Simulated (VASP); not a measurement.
Wanted: the native input for a VASP 6.6.1 run.

```
Task                   : single point
Functional             : LDA
Potentials or basis    : VASP PAW LDA potentials, release 64 (Cl)
Cutoff                 : 520 eV
k mesh                 : 7 × 7 × 4
Occupations            : fermi-dirac, width 0.05 eV
Spin                   : no spin polarisation
Dipole correction      : no
Further INCAR settings : ALGO = Normal; EDIFF = 1e-06; NBANDS = 22
```

The structure of Cl lies in POSCAR:

```
Cl
1.0
    3.1450000000     -2.2500000000      0.0000000000
    3.1450000000      2.2500000000      0.0000000000
    0.0000000000      0.0000000000      8.2100000000
Cl
4
Direct
    0.3700000000      0.6300000000      0.4000000000
    0.1300000000      0.8700000000      0.9000000000
    0.6300000000      0.3700000000      0.6000000000
    0.8700000000      0.1300000000      0.1000000000
```

These files were run (other wordings do the same):

INCAR

```
PREC = Accurate
ENCUT = 520
EDIFF = 1E-6
ISMEAR = -1
SIGMA = 0.05
LREAL = False
LASPH = True
NELM = 100
ALGO = Normal
ISIF = 2
LWAVE = False
LCHARG = False
NBANDS = 22
```

KPOINTS

```
regular mesh
0
Gamma
  7 7 4
```

Potentials or basis: VASP PAW LDA potentials, release 64 (Cl).

Command:

```bash
$ cat potpaw_LDA.64/Cl/POTCAR > POTCAR
$ mpirun -np 1 vasp_std > vasp.out
```

Results of the run:

The pressure is -2.7 GPa. The largest force is 0.316 eV/Å and the band gap on the k mesh is 2.36 eV, indirect (least direct gap 2.42 eV).

It took 43 s on 1 thread of Intel(R) Xeon(R) 6975P-C (Granite Rapids) (shared host), peak memory 0.23 GiB.
